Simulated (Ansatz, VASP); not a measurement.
AlNi: VASP beside Ansatz

```xyz
2
Lattice="2.8810 0.0000 0.0000 0.0000 2.8810 0.0000 0.0000 0.0000 2.8810" Properties=species:S:1:pos:R:3 pbc="T T T"
Ni    1.4405    1.4405    1.4405
Al    0.0000    0.0000    0.0000
```

Alike in both runs: task single point; functional PBE; k mesh 9 × 9 × 9; occupations gaussian, width 0.021 eV; collinear spin.

|  | VASP | Ansatz |
| --- | --- | --- |
| version | VASP 6.6.1 | Ansatz 0.2.0 |
| potentials or method | VASP PAW PBE potentials, release 64 (Ni, Al), cutoff 520 eV | all-electron LAPW, scalar-relativistic |

```tsv
	VASP	Ansatz	Ansatz less VASP
gap on the k mesh at the Fermi level (eV)	none	none	-
pressure (GPa)	1.9	1.9	-0.04
net moment per atom (μB)	0.00	0.00	0.000
```

A gap of «none» marks a metal or a gap that the smearing closes. Ansatz ran all-electron here, and VASP with PAW potentials.
